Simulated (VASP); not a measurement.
Input of a VASP 6.6.1 run:

Contents of INCAR:

```
ALGO     = Normal         # electronic algorithm
EDIFF    = 1E-6           # SCF threshold, eV
ENCUT    = 520            # plane-wave cutoff, eV
GGA      = CA             # functional
ISIF     = 2              # what is computed and relaxed
ISMEAR   = 0              # smearing method
LASPH    = True           # aspherical terms in the spheres
LCHARG   = False          # write CHGCAR
LREAL    = False          # projectors in reciprocal space
LWAVE    = False          # write WAVECAR
NBANDS   = 26             # bands
NELM     = 60             # most SCF steps
PREC     = Accurate       # precision mode
SIGMA    = 0.15           # smearing width, eV
```

The input KPOINTS:

```
k-points
0
Gamma
  8 8 8
```

Contents of POSCAR:

```
Si
1.0
   -3.2836945433      3.2836945433      3.2836945433
    3.2836945433     -3.2836945433      3.2836945433
    3.2836945433      3.2836945433     -3.2836945433
Si
8
Direct
    0.2020824632      0.2023783608      0.1886420047
    0.5317463414      0.0329704025      0.3113425117
    0.2721639968      0.5212849167      0.0000000000
    0.0241977808      0.3326833598      0.4990718366
    0.7993833926      0.7560617283      0.8097465505
    0.5098135694     -0.0335239684      0.6911812229
    0.6588034547      0.4543197462      0.0000000000
    0.0018090010      0.7338254541      0.5000158736
```

Potentials or basis: VASP PAW LDA potentials, release 64 (Si).

The run is started by

```sh
$ cat potpaw_LDA.64/Si/POTCAR > POTCAR
$ mpirun -np 1 vasp_std > vasp.out
```

Question: What does it give for the pressure?

Answer: -1.2 GPa.

Question: Predict the largest force.

Answer: 0.657 eV/Å.

Question: What does it give for the band gap on the k mesh?

Answer: Zero (bands 16 and 17 overlap by 0.36 eV).

Stress tensor (GPa, compression positive):
```
-1.22  0.95 -0.45
 0.95 -1.16  0.41
-0.45  0.41 -1.33
```

Caveat: the cell differs from its parent crystal (atoms displaced along a vibrational mode); semilocal functionals underestimate gaps, so a narrow gap can read as zero.
